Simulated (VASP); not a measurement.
Input of a VASP 6.6.1 run:

INCAR

```
SYSTEM = NaF
PREC = Accurate
ENCUT = 520
EDIFF = 1E-6
ISMEAR = 0
SIGMA = 0.05
LREAL = .FALSE.
LASPH = .TRUE.
NELM = 60
ALGO = Normal
ISIF = 2
LWAVE = .FALSE.
LCHARG = .TRUE.
GGA = CA
LELF = .TRUE.
LVHAR = .TRUE.
NBANDS = 14
```

File KPOINTS:

```
Automatic mesh
0
G
  8 8 8
  0 0 0
```

POSCAR

```
NaF
1.0
    0.0000000000      2.3233000000      2.3233000000
    2.3233000000      0.0000000000      2.3233000000
    2.3233000000      2.3233000000      0.0000000000
Na F
1 1
Direct
   -0.1452675074      0.0484225025     -0.0484225025
    0.5000000000      0.5000000000      0.5000000000
```

Potentials or basis: VASP PAW LDA potentials, release 64 (Na_pv, F).

Command:

```console
$ cat potpaw_LDA.64/Na_pv/POTCAR potpaw_LDA.64/F/POTCAR > POTCAR
$ mpirun -np 1 vasp_std > vasp.out
```

(1) Estimate the largest force.

(2) Estimate the band gap on the k mesh.

## Answers

(1) 2.103 eV/Å.

(2) 5.88 eV.

Caveat: the cell differs from its parent crystal (atom 1 (Na) moved by (-0.450, -0.225) A along y and z); forces of over 1 eV/Å act on the atoms, so gaps and moduli don't describe the material at rest.
